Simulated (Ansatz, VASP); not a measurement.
# One calculation of LaZn, two programs

The input INCAR:

```
SYSTEM = LaZn
PREC = Accurate
ENCUT = 520
EDIFF = 1E-6
ISMEAR = -1
SIGMA = 0.05
LREAL = .False.
LASPH = .True.
NELM = 60
ALGO = Normal
ISIF = 2
LWAVE = .False.
LCHARG = .True.
GGA = CA
LELF = .True.
LVHAR = .True.
NBANDS = 18
```

Contents of KPOINTS:

```
regular mesh
0
Gamma
  9 9 9
  0 0 0
```

File POSCAR:

```
LaZn
1.0
    3.8235480841      0.0000000000      0.0000000000
    0.0000000000      3.8235480841      0.0000000000
    0.0000000000      0.0000000000      3.8235480841
La Zn
1 1
Direct
    0.5000000000      0.5000000000      0.5000000000
    0.0000000000      0.0000000000      0.0000000000
```

Input for Ansatz:

```yaml
crystal:
  lattice:
    - [3.8235480841, 0.0, 0.0]
    - [0.0, 3.8235480841, 0.0]
    - [0.0, 0.0, 3.8235480841]
  atoms:
    - { symbol: La, position: [0.5, 0.5, 0.5] }
    - { symbol: Zn, position: [0.0, 0.0, 0.0] }
kpoints:
  mp_grid: { grid: [9, 9, 9] }
  band_path:
    path:
      - [0.0, 0.0, 0.0]
      - [0.0, 0.5, 0.0]
      - [0.5, 0.5, 0.0]
      - [0.0, 0.0, 0.0]
      - [0.5, 0.5, 0.5]
      - [0.0, 0.5, 0.0]
      - [0.5, 0.5, 0.5]
      - [0.5, 0.5, 0.0]
    npoints: 5
scf:
  occupations: { method: fermi_dirac, width: 0.05 }
hamiltonian:
  xc: lda
  pseudopotentials: { kind: all_electron, lapw: { basis_error: 0.001 } }
output:
  forces: true
  stress: true
  eigenvalues: true
```

Change from the starting cell: volume scaled by 1.06.

Alike in both runs: task single point; functional LDA; k mesh 9 × 9 × 9; occupations fermi-dirac, width 0.05 eV; no spin polarisation.

```csv
,VASP,Ansatz
version,VASP 6.6.1,Ansatz 0.2.0
potentials or method,"VASP PAW LDA potentials, release 64 (La, Zn), cutoff 520 eV","all-electron LAPW, scalar-relativistic"
```

|  | VASP | Ansatz | Ansatz less VASP |
| --- | --- | --- | --- |
| pressure (GPa) | -6.1 | -6.1 | -0.01 |

LDA's correlation is that of Perdew and Zunger in VASP and of Perdew and Wang (1992) in Ansatz. Ansatz ran all-electron here, and VASP with PAW potentials.

Spin-orbit coupling is off throughout.
